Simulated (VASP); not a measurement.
# Ag (Fm-3m) in VASP: further runs

The runs below take Ag through single point, with LDA.

All numbers are computed with VASP 6.6.1; they aren't measurements. Logs are shortened: lines on timing, memory, paths and dates and some standing lists are left out, and cuts for length are marked.

## 1. The cell of the first run

Symmetry: Fm-3m, No. 225, cubic system. Conventional cell: a = 4.147 Å, b = 4.147 Å, c = 4.147 Å, α = 90.00°, β = 90.00°, γ = 90.00°. Ag (site symmetry m-3m) has 12 Ag at 2.93 Å within 3.9 Å.

## 2. Single point, LDA

File INCAR:

```
SYSTEM = Ag
PREC = Accurate
ENCUT = 500
EDIFF = 1E-6
ISMEAR = -1
SIGMA = 0.0816
LREAL = .FALSE.
LASPH = .TRUE.
NELM = 120
ALGO = Normal
ISIF = 2
LWAVE = .FALSE.
LCHARG = .FALSE.
NBANDS = 54
GGA_COMPAT = .FALSE.
```

File KPOINTS:

```
Automatic mesh
0
G
  6 6 6
  0 0 0
```

File POSCAR:

```
Ag
1.0
    0.0000000000      4.1468743097      4.1468743097
    4.1468743097      0.0000000000      4.1468743097
    4.1468743097      4.1468743097      0.0000000000
Ag
8
Direct
    0.0000000000      0.0000000000      0.0000000000
    0.0000000000      0.0000000000      0.5000000000
    0.0000000000      0.5000000000      0.0000000000
    0.0000000000      0.5000000000      0.5000000000
    0.5000000000      0.0000000000      0.0000000000
    0.5000000000      0.0000000000      0.5000000000
    0.5000000000      0.5000000000      0.0000000000
    0.5000000000      0.5000000000      0.5000000000
```

Potentials or basis: VASP PAW LDA potentials, release 64 (Ag).

Started as:

```sh
$ cat potpaw_LDA.64/Ag/POTCAR > POTCAR
$ mpirun -np 1 vasp_std > vasp.out
```

OUTCAR:

```text
SYSTEM = Ag
   PREC = Accurate
   ENCUT = 500
   EDIFF = 1E-6
   ISMEAR = -1
   LREAL = .FALSE.
   LASPH = .TRUE.
   NELM = 120
   ISIF = 2

 ion  position               nearest neighbor table
   1  0.000  0.000  0.000-   2 2.93   3 2.93   5 2.93   2 2.93   4 2.93   6 2.93   3 2.93   4 2.93
                             7 2.93   5 2.93   6 2.93   7 2.93
   2  0.000  0.000  0.500-   1 2.93   4 2.93   6 2.93   1 2.93   3 2.93   5 2.93   3 2.93   4 2.93
                             8 2.93   5 2.93   6 2.93   8 2.93
   3  0.000  0.500  0.000-   1 2.93   4 2.93   7 2.93   2 2.93   4 2.93   8 2.93   1 2.93   2 2.93
                             5 2.93   5 2.93   7 2.93   8 2.93
   4  0.000  0.500  0.500-   2 2.93   3 2.93   8 2.93   1 2.93   3 2.93   7 2.93   1 2.93   2 2.93
                             6 2.93   6 2.93   7 2.93   8 2.93
   5  0.500  0.000  0.000-   1 2.93   6 2.93   7 2.93   2 2.93   6 2.93   8 2.93   3 2.93   7 2.93
                             8 2.93   1 2.93   2 2.93   3 2.93
   6  0.500  0.000  0.500-   2 2.93   5 2.93   8 2.93   1 2.93   5 2.93   7 2.93   4 2.93   7 2.93
                             8 2.93   1 2.93   2 2.93   4 2.93
   7  0.500  0.500  0.000-   3 2.93   5 2.93   8 2.93   4 2.93   6 2.93   8 2.93   1 2.93   5 2.93
                             6 2.93   1 2.93   3 2.93   4 2.93
   8  0.500  0.500  0.500-   4 2.93   6 2.93   7 2.93   3 2.93   5 2.93   7 2.93   2 2.93   5 2.93
                             6 2.93   2 2.93   3 2.93   4 2.93

  LATTYP: Found a face centered cubic cell.
 ALAT       =     8.2937486194

  Lattice vectors:

 A1 = (   0.0000000000,   4.1468743097,   4.1468743097)
 A2 = (   4.1468743097,   0.0000000000,   4.1468743097)
 A3 = (   4.1468743097,   4.1468743097,   0.0000000000)

Analysis of symmetry for initial positions (statically):
=====================================================================
 Subroutine PRICEL returns following result:

  LATTYP: Found a face centered cubic cell.
 ALAT       =     4.1468743097

  Lattice vectors:

 A1 = (   0.0000000000,   2.0734371549,   2.0734371549)
 A2 = (   2.0734371549,   0.0000000000,   2.0734371549)
 A3 = (   2.0734371549,   2.0734371549,   0.0000000000)

   8 primitive cells build up your supercell.

 Routine SETGRP: Setting up the symmetry group for a
 face centered cubic supercell.

 Subroutine GETGRP returns: Found 48 space group operations
 (whereof 48 operations were pure point group operations)
 out of a pool of 48 trial point group operations.

The static configuration has the point symmetry O_h .

Analysis of symmetry for dynamics (positions and initial velocities):
=====================================================================
 Subroutine PRICEL returns following result:

  LATTYP: Found a face centered cubic cell.
 ALAT       =     4.1468743097

  Lattice vectors:

 A1 = (   0.0000000000,   2.0734371549,   2.0734371549)
 A2 = (   2.0734371549,   0.0000000000,   2.0734371549)
 A3 = (   2.0734371549,   2.0734371549,   0.0000000000)

   8 primitive cells build up your supercell.

 Routine SETGRP: Setting up the symmetry group for a
 face centered cubic supercell.

 Subroutine GETGRP returns: Found 48 space group operations
 (whereof 48 operations were pure point group operations)
 out of a pool of 48 trial point group operations.

The dynamic configuration has the point symmetry O_h .

 Subroutine INISYM returns: Found 48 space group operations
 (whereof 48 operations are pure point group operations),
 and found     8 'primitive' translations

----------------------------------------------------------------------------------------

                                     Primitive cell

  volume of cell :      17.8280

  direct lattice vectors                    reciprocal lattice vectors
     0.000000000  2.073437155  2.073437155    -0.241145481  0.241145481  0.241145481
     2.073437155  0.000000000  2.073437155     0.241145481 -0.241145481  0.241145481
     2.073437155  2.073437155  0.000000000     0.241145481  0.241145481 -0.241145481

  length of vectors
     2.932282945  2.932282945  2.932282945     0.417676225  0.417676225  0.417676225

  position of ions in fractional coordinates (direct lattice)
     0.000000000  0.000000000  0.000000000

  ion indices of the primitive-cell ions
   primitive index   ion index
                 1           1

----------------------------------------------------------------------------------------

 KPOINTS: Automatic mesh

Automatic generation of k-mesh.
 Grid dimensions read from file:
 generate k-points for:    6    6    6

 Generating k-lattice:

  Cartesian coordinates                     Fractional coordinates (reciprocal lattice)
    -0.020095457  0.020095457  0.020095457     0.166666667  0.000000000  0.000000000
     0.020095457 -0.020095457  0.020095457     0.000000000  0.166666667  0.000000000
     0.020095457  0.020095457 -0.020095457     0.000000000  0.000000000  0.166666667

  Length of vectors
     0.034806352  0.034806352  0.034806352

  Shift w.r.t. Gamma in fractional coordinates (k-lattice)
     0.000000000  0.000000000  0.000000000

 Subroutine IBZKPT returns following result:
 ===========================================

 Found     16 irreducible k-points:

 Following reciprocal coordinates:
            Coordinates               Weight
  0.000000  0.000000  0.000000      1.000000
  0.166667  0.000000  0.000000      8.000000
  0.333333  0.000000  0.000000      8.000000
  0.500000  0.000000  0.000000      4.000000
  0.166667  0.166667  0.000000      6.000000
  0.333333  0.166667  0.000000     24.000000
[... 8 lines left out ...]
 -0.333333  0.333333  0.166667     24.000000
 -0.333333  0.500000  0.166667     12.000000
   k-points           NKPTS =     16   k-points in BZ     NKDIM =     16   number of bands    NBANDS=     54
   number of dos      NEDOS =    301   number of ions     NIONS =      8
   total plane-waves  NPLWV = 110592
   dimension x,y,z NGX =    48 NGY =   48 NGZ =   48
   dimension x,y,z NGXF=    96 NGYF=   96 NGZF=   96
   ions per type =               8
   NGX,Y,Z   is equivalent  to a cutoff of  13.61, 13.61, 13.61 a.u.
   NGXF,Y,Z  is equivalent  to a cutoff of  27.21, 27.21, 27.21 a.u.
 SYSTEM =  Ag
   PREC   = accura    normal or accurate (medium, high low for compatibility)
   ISTART =      0    job   : 0-new  1-cont  2-samecut
   ICHARG =      2    charge: 1-file 2-atom 10-const
   ISPIN  =      1    spin polarized calculation?
   LNONCOLLINEAR =      F non collinear calculations
   LSORBIT =      F    spin-orbit coupling
   LASPH  =      T    aspherical Exc in radial PAW
   ENCUT  =  500.0 eV  36.75 Ry    6.06 a.u.  10.69 10.69 10.69*2*pi/ulx,y,z
   NELM   =    120;   NELMIN=  2; NELMDL= -5     # of ELM steps
   EDIFF  = 0.1E-05   stopping-criterion for ELM
   LREAL  =      F    real-space projection
   EDIFFG = 0.1E-04   stopping-criterion for IOM
   NSW    =      0    number of steps for IOM
   IBRION =     -1    ionic relax: 0-MD 1-quasi-New 2-CG
   NFREE  =      0    steps in history (QN), initial steepest desc. (CG)
   ISIF   =      2    stress and relaxation
   ISYM   =      2    0-nonsym 1-usesym 2-fastsym
   POTIM  = 0.5000    time-step for ionic-motion
   TEBEG  =    0.0;   TEEND  =   0.0 temperature during run
   PSTRESS=    0.0 pullay stress
   NELECT =      88.0000    total number of electrons
   NUPDOWN=      -1.0000    fix difference up-down
   EMIN   =  10.00;   EMAX   =-10.00  energy-range for DOS
   EFERMI =   0.00;   METHOD = LEGACY
   ISMEAR =    -1;   SIGMA  =   0.08  broadening in eV -4-tet -1-fermi 0-gaus
   EFERMI_NEDOS =   21; number of points for ismear=-14 and -15
   IALGO  =     38    algorithm
   IMIX   =      4    mixing-type and parameters
     AMIX     =   0.40;   BMIX     =  1.00
     AMIX_MAG =   1.60;   BMIX_MAG =  1.00
  volume/ion in A,a.u.               =      17.83       120.31
  Fermi-wavevector in a.u.,A,eV,Ry     =   1.393707  2.633725 26.428222  1.942420
  Thomas-Fermi vector in A             =   2.517327
   LORBIT       =      0    0 simple, 1 ext, 2 COOP (PROOUT), +10 PAW based schemes
   GGA     = CA    functional components
   LHFCALC =     F    Hartree Fock is set to
   AEXX    =    0.0000 exact exchange contribution
   IVDW    =     0    specifies the selected vdW correction
   LEPSILON=     F    determine dielectric tensor
   LRPA    =     F    only Hartree local field effects (RPA)
 non-spin polarized calculation
  energy-cutoff  :      500.00
  volume of cell :      142.62
 maximum number of plane-waves:      3695
 NGX is ok and might be reduce to    48
   NGX = 21   NGY = 21   NGZ = 21

 number of electron      87.9999997 magnetization

 Free energy of the ion-electron system (eV)
  ---------------------------------------------------
  ext. energy  EPLUGINS =         0.00000000
  ---------------------------------------------------
  free energy    TOTEN  =       -29.70681273 eV

  energy without entropy =      -29.64913900  energy(sigma->0) =      -29.67797586

 E-fermi :   7.4570     XC(G=0): -12.3226

 val. band max:        7.3000020863   @ k =  -0.3333   0.3333   0.0000
 cond. band min:       7.5132113198   @ k =   0.5000   0.1667   0.0000
 fundamental gap:      0.2132092335
 Fermi energy:         7.4570233733

 k-point     1 :       0.0000    0.0000    0.0000
  band No.  band energies     occupation
      1       0.0292      2.00000
      2       1.4016      2.00000
      3       1.4016      2.00000
      4       1.4016      2.00000
      5       1.4152      2.00000
      6       1.4152      2.00000
[... 46 lines left out ...]
     53      13.9007      0.00000
     54      13.9007      0.00000

 k-point     2 :       0.1667    0.0000    0.0000
  band No.  band energies     occupation
      1       0.2372      2.00000
      2       1.4525      2.00000
      3       1.4956      2.00000
      4       1.4956      2.00000
      5       1.4956      2.00000
      6       1.5331      2.00000
[... 46 lines left out ...]
     53      14.5106      0.00000
     54      14.5106      0.00000
[... 739 lines left out ...]
     53      15.7922      0.00000
     54      15.7922      0.00000

 k-point    16 :      -0.3333    0.5000    0.1667
  band No.  band energies     occupation
      1       1.9689      2.00000
      2       1.9689      2.00000
      3       2.2145      2.00000
      4       2.2145      2.00000
      5       2.2539      2.00000
      6       2.2539      2.00000
[... 46 lines left out ...]
     53      14.8758      0.00000
     54      14.8758      0.00000

------------------------ aborting loop because EDIFF is reached ----------------------------------------

  FORCE on cell =-STRESS in cart. coord.  units (eV):
  Direction    XX          YY          ZZ          XY          YZ          ZX
  --------------------------------------------------------------------------------------
  -------------------------------------------------------------------------------------
  Total       -9.4727274     -9.4727274     -9.4727274      0.0000000     -0.0000000      0.0000000
  in kB     -106.4125894   -106.4125894   -106.4125894      0.0000000     -0.0000000      0.0000000
  external PRESSURE =    -106.4125894 kB  Pullay stress =       0.0000000 kB

 VOLUME and BASIS-vectors are now :
 -----------------------------------------------------------------------------
  energy-cutoff  :      500.00
  volume of cell :      142.62
      direct lattice vectors                 reciprocal lattice vectors
     0.000000000  4.146874310  4.146874310    -0.120572740  0.120572740  0.120572740
     4.146874310  0.000000000  4.146874310     0.120572740 -0.120572740  0.120572740
     4.146874310  4.146874310  0.000000000     0.120572740  0.120572740 -0.120572740

 POSITION                                       TOTAL-FORCE (eV/Angst)
 -----------------------------------------------------------------------------------
      0.00000      0.00000      0.00000        -0.000000     -0.000000      0.000000
      2.07344      2.07344      0.00000         0.000000     -0.000000      0.000000
      2.07344      0.00000      2.07344         0.000000      0.000000      0.000000
      4.14687      2.07344      2.07344        -0.000000      0.000000      0.000000
      0.00000      2.07344      2.07344        -0.000000      0.000000     -0.000000
      2.07344      4.14687      2.07344         0.000000      0.000000     -0.000000
      2.07344      2.07344      4.14687        -0.000000     -0.000000     -0.000000
      4.14687      4.14687      4.14687         0.000000      0.000000     -0.000000
 -----------------------------------------------------------------------------------
    total drift:                                0.000000      0.000000      0.000000

  FREE ENERGIE OF THE ION-ELECTRON SYSTEM (eV)
  ---------------------------------------------------
  free  energy   TOTEN  =       -29.7068127257 eV

  energy  without entropy=      -29.6491390035  energy(sigma->0) =      -29.67797586
```

Run time: 3.1 min. Hardware: 1 thread of AMD EPYC 7R43 (Zen 3), shared host; peak memory 0.25 GiB.

Results:

```yaml
Free_energy: -29.7068 eV
Pressure: -10.6 GPa
Band_gap_on_the_k_mesh: zero (bands 44 and 45 overlap by 1.52 eV)
```

Caveat: the cell stands under tension.

## 3. Single point, LDA

INCAR, as its differences from that of step 2:

```diff
@@ -13,2 +13,3 @@
 LCHARG = .FALSE.
+GGA = CA
 NBANDS = 54
```

File KPOINTS:

```
regular mesh
0
G
  6 6 6
  0 0 0
```

POSCAR is that of step 2.

Potentials or basis: VASP PAW LDA potentials, release 64 (Ag).

Started as:

```sh
$ cat potpaw_LDA.64/Ag/POTCAR > POTCAR
$ mpirun -np 1 vasp_std > vasp.out
```

It took 3 min on 1 thread of AMD EPYC 7R43 (Zen 3), shared host; peak memory 0.24 GiB.

Results (log left out):

| Item | Value |
| --- | --- |
| Free energy | -29.7068 eV |
| Pressure | -10.6 GPa |
| Band gap on the k mesh | zero (bands 44 and 45 overlap by 1.52 eV) |

Levels at points of the mesh, in eV from the Fermi level:
```tsv
k point	band 40	band 41	band 42	band 43	band 44	band 45	band 46	band 47	band 48	band 49
(0.00, 0.00, 0.00)	-2.62	-2.62	-0.23	-0.23	-0.23	-0.23	1.66	1.66	1.66	3.40
(0.50, 0.00, 0.00)	-2.76	-2.76	-2.76	1.02	1.02	1.02	1.02	1.02	1.02	5.92
(0.50, 0.50, 0.00)	-3.21	-2.62	-2.62	-0.50	-0.50	-0.50	-0.50	5.82	5.82	5.82
```

Caveat: the cell stands under tension.
